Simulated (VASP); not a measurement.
The system is GeW.

```
CELL_PARAMETERS angstrom
3.30485 0.00000 0.00000
-1.65243 2.86209 0.00000
0.00000 0.00000 3.22338
ATOMIC_POSITIONS crystal
Ge 0.00000 0.00000 0.00000
W 0.66667 0.33333 0.50000
```

```yaml
Program: VASP 6.6.1
Task: relaxation of cell and atoms
Functional: PBE
Potentials_or_basis: VASP PAW PBE potentials, release 64 (Ge_d, W_sv)
Cutoff: 600 eV
k_mesh: 6 × 6 × 6
Occupations: gaussian, width 0.1 eV
Spin: no spin polarisation
```

At the start: pressure 20.2 GPa; volume 15.24 Å³/atom.

Task: Where does the relaxation end?

Result: Over 9 steps the energy falls by 143.2 meV/atom and the volume is 16.09 Å³/atom (+5.5 %); space group P-6m2 (No. 187, to 0.05 Å).

The path:
| step | energy change (eV) | largest force (eV/Å) | pressure (GPa) | volume (Å³) |
| --- | --- | --- | --- | --- |
| 1 | 0.0000 | 0.0000 | 20.21 | 30.49 |
| 2 | 0.4121 | 0.0000 | -25.32 | 39.68 |
| 3 | -0.2037 | 0.0000 | -3.28 | 33.52 |
| 4 | -0.2046 | 0.0000 | -2.27 | 33.34 |
| 5 | -0.2046 | 0.0000 | -1.98 | 33.28 |
| 6 | -0.2492 | 0.0000 | -0.52 | 32.77 |
| 7 | -0.2808 | 0.0000 | 3.21 | 31.79 |
| 8 | -0.2563 | 0.0000 | -6.28 | 33.12 |
| 9 | -0.2864 | 0.0000 | 0.10 | 32.18 |

Final structure:
```
Ge W
1.0
     3.19046    0.00000    0.00000
    -1.59523    2.76302    0.00000
     0.00000    0.00000    3.65013
Ge W
1 1
Direct
  0.00000 0.00000 0.00000
  0.66667 0.33333 0.50000
```

Caveat: the k points lie up to 0.38 Å⁻¹ apart in the final cell.
